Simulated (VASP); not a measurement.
**AgI: elastic constants with LDA**

Crystal: AgI.

```xyz
2
Lattice="0.0000 3.1510 3.1510 3.1510 0.0000 3.1510 3.1510 3.1510 0.0000" Properties=species:S:1:pos:R:3 pbc="T T T"
Ag    0.0000    0.0000    0.0000
I     4.7265    4.7265    4.7265
```

```yaml
Program: VASP 6.6.1
Task: elastic constants
Functional: LDA
Potentials_or_basis: VASP PAW LDA potentials, release 64 (Ag, I)
Cutoff: 500 eV
k_mesh: 6 × 6 × 6
Occupations: gaussian, width 0.01 eV
Spin: no spin polarisation
Dipole_correction: no
Ions_in_elastic_constants: relaxed
Further_INCAR_settings: ALGO = Normal; EDIFF = 1e-08; NBANDS = 16; IBRION = 6; POTIM = 0.015; NSW = 1; ISIF = 3
```

The elastic constants C11, C12, C44 are 49, 43, 9 GPa, the voigt bulk modulus is 45 GPa and the highest phonon frequency at Γ, LO-TO splitting left out is 124 cm⁻¹.

Phonon frequencies in cm⁻¹ (negative: imaginary):
| q point | frequencies |
| --- | --- |
| (0.000, 0.000, 0.000) | 0 0 0 124 124 124 |

Elastic tensor in Voigt notation (GPa, in the Cartesian axes of the cell as first typed):
```
49 43 43  0  0  0
43 49 43  0  0  0
43 43 49  0  0  0
 0  0  0  9  0  0
 0  0  0  0  9  0
 0  0  0  0  0  9
```

Clamped-ion elastic tensor (GPa):
```
49 43 43  0  0  0
43 49 43  0  0  0
43 43 49  0  0  0
 0  0  0 37  0  0
 0  0  0  0 37  0
 0  0  0  0  0 37
```

Wall time 3 min on 1 thread of Intel(R) Xeon(R) 6975P-C (Granite Rapids), on a shared host, peak memory 0.24 GiB.
